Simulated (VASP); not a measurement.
Crystal: VRu.

```
CELL_PARAMETERS angstrom
2.99000 0.00000 0.00000
0.00000 2.99000 0.00000
0.00000 0.00000 2.99000
ATOMIC_POSITIONS crystal
V 0.50000 0.50000 0.50000
Ru 0.00000 0.00000 0.00000
```

Base run:

* Program: VASP 6.6.1
* Functional: LDA
* Potentials or basis: VASP PAW LDA potentials, release 64 (V_sv, Ru_pv)
* Cutoff: 520 eV
* k mesh: 10 × 10 × 10
* Occupations: fermi-dirac, width 0.05 eV
* Spin: collinear spin, ferromagnetic start
* Starting moments: [1.36, 0.28] μB
* Fixed moment: 1.8 μB

Its results: pressure -4.7 GPa; site moments V +1.27; Ru +0.30 μB.

Task: The run is repeated on the same cell with these changes: fixed moment from 1.8 μB to 0.3 μB; moments at the start from [1.36, 0.28] to [0.28, 0.01]. What comes out?

Result: Pressure -10.5 GPa; site moments V +0.26; Ru +0.01 μB.

Caveats: the total moment is fixed, so each spin has its own Fermi level.
